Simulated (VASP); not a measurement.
# BN (P6_3/mmc) in VASP: single point with PBEsol

Aim: the single point of BN with PBEsol.

Program: VASP 6.6.1. These are calculated values, not measurements. Logs are shortened: lines on timing, memory, paths and dates and some standing lists are left out, and cuts for length are marked.

### 1 The cell of the first run

Symmetry: P6_3/mmc, No. 194, hexagonal system. Conventional cell: a = 2.498 Å, b = 2.498 Å, c = 6.636 Å, α = 90.00°, β = 90.00°, γ = 120.00°. Within 1.9 Å of B (site symmetry -6m2) lie 3 N at 1.44 Å. Within 1.9 Å of N (site symmetry -6m2) lie 3 B at 1.44 Å.

### 2 Single point, PBEsol

The input, INCAR:

```
SYSTEM = BN
  PREC = Accurate
  ENCUT = 600
  EDIFF = 1E-6
  ISMEAR = -1
  SIGMA = 0.05
  LREAL = .FALSE.
  LASPH = .TRUE.
  NELM = 120
  ALGO = Normal
  ISIF = 2
  LWAVE = .FALSE.
  LCHARG = .FALSE.
  GGA = PS
  NBANDS = 16
  GGA_COMPAT = .FALSE.
```

The input, KPOINTS:

```
regular mesh
0
G
  8 8 3
  0 0 0
```

The input, POSCAR:

```
BN
1.0
    2.4982400000      0.0000000000      0.0000000000
   -1.2491200000      2.1635390000      0.0000000000
    0.0000000000      0.0000000000      6.6357000000
B N
2 2
Direct
    0.3333333333      0.6666666667      0.2500000000
    0.6666666667      0.3333333333      0.7500000000
    0.3333333333      0.6666666667      0.7500000000
    0.6666666667      0.3333333333      0.2500000000
```

Potentials or basis: VASP PAW PBE potentials, release 64 (B, N).

Run with:

```
> cat potpaw_PBE.64/B/POTCAR potpaw_PBE.64/N/POTCAR > POTCAR
> mpirun -np 1 vasp_std > vasp.out
```

OUTCAR:

```text
SYSTEM = BN
   PREC = Accurate
   ENCUT = 600
   EDIFF = 1E-6
   ISMEAR = -1
   LREAL = .FALSE.
   LASPH = .TRUE.
   NELM = 120
   ISIF = 2
   GGA = PS

 ion  position               nearest neighbor table
   1  0.333  0.667  0.250-   4 1.44   4 1.44   4 1.44
   2  0.667  0.333  0.750-   3 1.44   3 1.44   3 1.44
   3  0.333  0.667  0.750-   2 1.44   2 1.44   2 1.44
   4  0.667  0.333  0.250-   1 1.44   1 1.44   1 1.44

  LATTYP: Found a hexagonal cell.
 ALAT       =     2.4982400000
 C/A-ratio  =     2.6561499296

  Lattice vectors:

 A1 = (   2.4982400000,   0.0000000000,   0.0000000000)
 A2 = (  -1.2491200000,   2.1635390000,   0.0000000000)
 A3 = (   0.0000000000,   0.0000000000,   6.6357000000)

Analysis of symmetry for initial positions (statically):
=====================================================================
 Subroutine PRICEL returns:
 Original cell was already a primitive cell.

 Routine SETGRP: Setting up the symmetry group for a
 hexagonal supercell.

 Subroutine GETGRP returns: Found 24 space group operations
 (whereof 12 operations were pure point group operations)
 out of a pool of 24 trial point group operations.

The static configuration has the point symmetry D_3d.
 The point group associated with its full space group is D_6h.

Analysis of symmetry for dynamics (positions and initial velocities):
=====================================================================
 Subroutine PRICEL returns:
 Original cell was already a primitive cell.

 Routine SETGRP: Setting up the symmetry group for a
 hexagonal supercell.

 Subroutine GETGRP returns: Found 24 space group operations
 (whereof 12 operations were pure point group operations)
 out of a pool of 24 trial point group operations.

The dynamic configuration has the point symmetry D_3d.
 The point group associated with its full space group is D_6h.

 Subroutine INISYM returns: Found 24 space group operations
 (whereof 12 operations are pure point group operations),
 and found     1 'primitive' translations

----------------------------------------------------------------------------------------

                                     Primitive cell

  volume of cell :      35.8662

  direct lattice vectors                    reciprocal lattice vectors
     2.498240000  0.000000000  0.000000000     0.400281798  0.231102837  0.000000000
    -1.249120000  2.163539000  0.000000000     0.000000000  0.462205673  0.000000000
     0.000000000  0.000000000  6.635700000     0.000000000  0.000000000  0.150700002

  length of vectors
     2.498240000  2.498239736  6.635700000     0.462205624  0.462205673  0.150700002

  position of ions in fractional coordinates (direct lattice)
     0.333333333  0.666666667  0.250000000
     0.666666667  0.333333333  0.750000000
     0.333333333  0.666666667  0.750000000
     0.666666667  0.333333333  0.250000000

  ion indices of the primitive-cell ions
   primitive index   ion index
                 1           1
                 2           2
                 3           3
                 4           4

----------------------------------------------------------------------------------------

 KPOINTS: regular mesh

Automatic generation of k-mesh.
 Grid dimensions read from file:
 generate k-points for:    8    8    3

 Generating k-lattice:

  Cartesian coordinates                     Fractional coordinates (reciprocal lattice)
     0.050035225  0.028887855  0.000000000     0.125000000  0.000000000  0.000000000
     0.000000000  0.057775709  0.000000000     0.000000000  0.125000000  0.000000000
     0.000000000  0.000000000  0.050233334     0.000000000  0.000000000  0.333333333

  Length of vectors
     0.057775703  0.057775709  0.050233334

  Shift w.r.t. Gamma in fractional coordinates (k-lattice)
     0.000000000  0.000000000  0.000000000

 Subroutine IBZKPT returns following result:
 ===========================================

 Found     20 irreducible k-points:

 Following reciprocal coordinates:
            Coordinates               Weight
  0.000000  0.000000  0.000000      1.000000
  0.125000  0.000000  0.000000      6.000000
  0.250000  0.000000  0.000000      6.000000
  0.375000  0.000000  0.000000      6.000000
  0.500000  0.000000  0.000000      3.000000
  0.125000  0.125000  0.000000      6.000000
[... 12 lines left out ...]
  0.250000  0.250000  0.333333     12.000000
  0.375000  0.250000  0.333333     12.000000
   k-points           NKPTS =     20   k-points in BZ     NKDIM =     20   number of bands    NBANDS=     16
   number of dos      NEDOS =    301   number of ions     NIONS =      4
   total plane-waves  NPLWV =  21600
   dimension x,y,z NGX =    20 NGY =   20 NGZ =   54
   dimension x,y,z NGXF=    40 NGYF=   40 NGZF=  108
   ions per type =               2   2
   NGX,Y,Z   is equivalent  to a cutoff of  13.31, 13.31, 13.53 a.u.
   NGXF,Y,Z  is equivalent  to a cutoff of  26.62, 26.62, 27.06 a.u.
 SYSTEM =  BN
   PREC   = accura    normal or accurate (medium, high low for compatibility)
   ISTART =      0    job   : 0-new  1-cont  2-samecut
   ICHARG =      2    charge: 1-file 2-atom 10-const
   ISPIN  =      1    spin polarized calculation?
   LNONCOLLINEAR =      F non collinear calculations
   LSORBIT =      F    spin-orbit coupling
   LASPH  =      T    aspherical Exc in radial PAW
   ENCUT  =  600.0 eV  44.10 Ry    6.64 a.u.   4.99  4.99 13.25*2*pi/ulx,y,z
   NELM   =    120;   NELMIN=  2; NELMDL= -5     # of ELM steps
   EDIFF  = 0.1E-05   stopping-criterion for ELM
   LREAL  =      F    real-space projection
   EDIFFG = 0.1E-04   stopping-criterion for IOM
   NSW    =      0    number of steps for IOM
   IBRION =     -1    ionic relax: 0-MD 1-quasi-New 2-CG
   NFREE  =      0    steps in history (QN), initial steepest desc. (CG)
   ISIF   =      2    stress and relaxation
   ISYM   =      2    0-nonsym 1-usesym 2-fastsym
   POTIM  = 0.5000    time-step for ionic-motion
   TEBEG  =    0.0;   TEEND  =   0.0 temperature during run
   PSTRESS=    0.0 pullay stress
   NELECT =      16.0000    total number of electrons
   NUPDOWN=      -1.0000    fix difference up-down
   EMIN   =  10.00;   EMAX   =-10.00  energy-range for DOS
   EFERMI =   0.00;   METHOD = LEGACY
   ISMEAR =    -1;   SIGMA  =   0.05  broadening in eV -4-tet -1-fermi 0-gaus
   EFERMI_NEDOS =   21; number of points for ismear=-14 and -15
   IALGO  =     38    algorithm
   IMIX   =      4    mixing-type and parameters
     AMIX     =   0.40;   BMIX     =  1.00
     AMIX_MAG =   1.60;   BMIX_MAG =  1.00
  volume/ion in A,a.u.               =       8.97        60.51
  Fermi-wavevector in a.u.,A,eV,Ry     =   1.250891  2.363842 21.289435  1.564729
  Thomas-Fermi vector in A             =   2.384864
   LORBIT       =      0    0 simple, 1 ext, 2 COOP (PROOUT), +10 PAW based schemes
   GGA     = PS    functional components
   LHFCALC =     F    Hartree Fock is set to
   AEXX    =    0.0000 exact exchange contribution
   IVDW    =     0    specifies the selected vdW correction
   LEPSILON=     F    determine dielectric tensor
   LRPA    =     F    only Hartree local field effects (RPA)
 non-spin polarized calculation
  energy-cutoff  :      600.00
  volume of cell :       35.87
 maximum number of plane-waves:      1213
 NGX is ok and might be reduce to    20
   NGX =  9   NGY =  9   NGZ = 27

 number of electron      15.9999998 magnetization

 Free energy of the ion-electron system (eV)
  ---------------------------------------------------
  ext. energy  EPLUGINS =         0.00000000
  ---------------------------------------------------
  free energy    TOTEN  =       -36.56963111 eV

  energy without entropy =      -36.56963111  energy(sigma->0) =      -36.56963111

 E-fermi :   3.3021     XC(G=0): -10.3222

 val. band max:        2.2375931786   @ k =   0.3750   0.2500   0.0000
 cond. band min:       6.4019094206   @ k =   0.5000   0.0000   0.0000
 fundamental gap:      4.1643162420
 Fermi energy:         3.3020921851

 k-point     1 :       0.0000    0.0000    0.0000
  band No.  band energies     occupation
      1     -15.5782      2.00000
      2     -15.2736      2.00000
      3      -4.1069      2.00000
      4      -1.9239      2.00000
      5       0.9263      2.00000
      6       0.9263      2.00000
[... 8 lines left out ...]
     15      14.5619      0.00000
     16      15.3036      0.00000

 k-point     2 :       0.1250    0.0000    0.0000
  band No.  band energies     occupation
      1     -15.2710      2.00000
      2     -14.9770      2.00000
      3      -3.6837      2.00000
      4      -1.5451      2.00000
      5      -0.2704      2.00000
      6      -0.2363      2.00000
[... 8 lines left out ...]
     15      15.2145      0.00000
     16      15.5460      0.00000

 k-point     3 :       0.2500    0.0000    0.0000
  band No.  band energies     occupation
      1     -14.3899      2.00000
      2     -14.1299      2.00000
      3      -2.8740      2.00000
      4      -2.8116      2.00000
      5      -2.4527      2.00000
      6      -0.7245      2.00000
[... 8 lines left out ...]
     15      17.4396      0.00000
     16      18.3093      0.00000

 k-point     4 :       0.3750    0.0000    0.0000
  band No.  band energies     occupation
      1     -13.1365      2.00000
      2     -12.9478      2.00000
      3      -5.4776      2.00000
      4      -5.3897      2.00000
      5      -1.6011      2.00000
      6      -1.5369      2.00000
[... 8 lines left out ...]
     15      17.6134      0.00000
     16      21.3691      0.00000

 k-point     5 :       0.5000    0.0000    0.0000
  band No.  band energies     occupation
      1     -12.3260      2.00000
      2     -12.2546      2.00000
      3      -6.7199      2.00000
      4      -6.6550      2.00000
      5      -1.9217      2.00000
      6      -1.8555      2.00000
[... 8 lines left out ...]
     15      17.3145      0.00000
     16      20.8578      0.00000

 k-point     6 :       0.1250    0.1250    0.0000
  band No.  band energies     occupation
      1     -14.6751      2.00000
      2     -14.4032      2.00000
      3      -2.8550      2.00000
      4      -1.9014      2.00000
      5      -1.8840      2.00000
      6      -0.8144      2.00000
[... 8 lines left out ...]
     15      16.4825      0.00000
     16      17.5098      0.00000
[... 191 lines left out ...]
 k-point    17 :       0.2500    0.1250    0.3333
  band No.  band energies     occupation
      1     -13.5314      2.00000
      2     -13.4204      2.00000
      3      -4.2436      2.00000
      4      -4.2126      2.00000
      5      -1.9663      2.00000
      6      -1.9340      2.00000
[... 8 lines left out ...]
     15      17.7920      0.00000
     16      18.4834      0.00000

 k-point    18 :       0.3750    0.1250    0.3333
  band No.  band energies     occupation
      1     -12.3846      2.00000
      2     -12.3254      2.00000
      3      -6.2083      2.00000
      4      -6.1685      2.00000
      5      -2.6521      2.00000
      6      -2.6152      2.00000
[... 8 lines left out ...]
     15      17.7490      0.00000
     16      19.7828      0.00000

 k-point    19 :       0.2500    0.2500    0.3333
  band No.  band energies     occupation
      1     -12.4532      2.00000
      2     -12.3796      2.00000
      3      -5.4044      2.00000
      4      -5.3854      2.00000
      5      -3.6563      2.00000
      6      -3.6318      2.00000
[... 8 lines left out ...]
     15      17.3444      0.00000
     16      18.1533      0.00000

 k-point    20 :       0.3750    0.2500    0.3333
  band No.  band energies     occupation
      1     -11.8235      2.00000
      2     -11.8019      2.00000
      3      -6.0475      2.00000
      4      -5.9926      2.00000
      5      -4.3414      2.00000
      6      -4.3101      2.00000
[... 8 lines left out ...]
     15      18.4775      0.00000
     16      18.9607      0.00000

------------------------ aborting loop because EDIFF is reached ----------------------------------------

  FORCE on cell =-STRESS in cart. coord.  units (eV):
  Direction    XX          YY          ZZ          XY          YZ          ZX
  --------------------------------------------------------------------------------------
  -------------------------------------------------------------------------------------
  Total        0.6905009      0.6905007      0.1541547      0.0000000      0.0000000     -0.0000000
  in kB       30.8453124     30.8453037      6.8862335      0.0000000      0.0000000     -0.0000000
  external PRESSURE =      22.8589499 kB  Pullay stress =       0.0000000 kB

 VOLUME and BASIS-vectors are now :
 -----------------------------------------------------------------------------
  energy-cutoff  :      600.00
  volume of cell :       35.87
      direct lattice vectors                 reciprocal lattice vectors
     2.498240000  0.000000000  0.000000000     0.400281798  0.231102837  0.000000000
    -1.249120000  2.163539000  0.000000000     0.000000000  0.462205673  0.000000000
     0.000000000  0.000000000  6.635700000     0.000000000  0.000000000  0.150700002

 POSITION                                       TOTAL-FORCE (eV/Angst)
 -----------------------------------------------------------------------------------
     -0.00000      1.44236      1.65892         0.000000     -0.000000      0.000000
      1.24912      0.72118      4.97677        -0.000000      0.000000      0.000000
     -0.00000      1.44236      4.97677        -0.000000      0.000000      0.000000
      1.24912      0.72118      1.65892         0.000000     -0.000000      0.000000
 -----------------------------------------------------------------------------------
    total drift:                                0.000000     -0.000000      0.000000

  FREE ENERGIE OF THE ION-ELECTRON SYSTEM (eV)
  ---------------------------------------------------
  free  energy   TOTEN  =       -36.5696311056 eV

  energy  without entropy=      -36.5696311055  energy(sigma->0) =      -36.56963111
```

It took 13 s on 1 thread of AMD EPYC 7R43 (Zen 3), shared host; peak memory 0.11 GiB.

What came out:

- Free energy: -36.5696 eV
- Pressure: 2.3 GPa
- Band gap on the k mesh: 4.16 eV, indirect (least direct gap 4.61 eV)

Caveat: the PAW data sets were made with another functional, which shifts forces and pressure a little; this functional lacks dispersion, which binds the layers, so the pressure and a relaxed spacing across them are unreliable. A k mesh can miss the band edges.
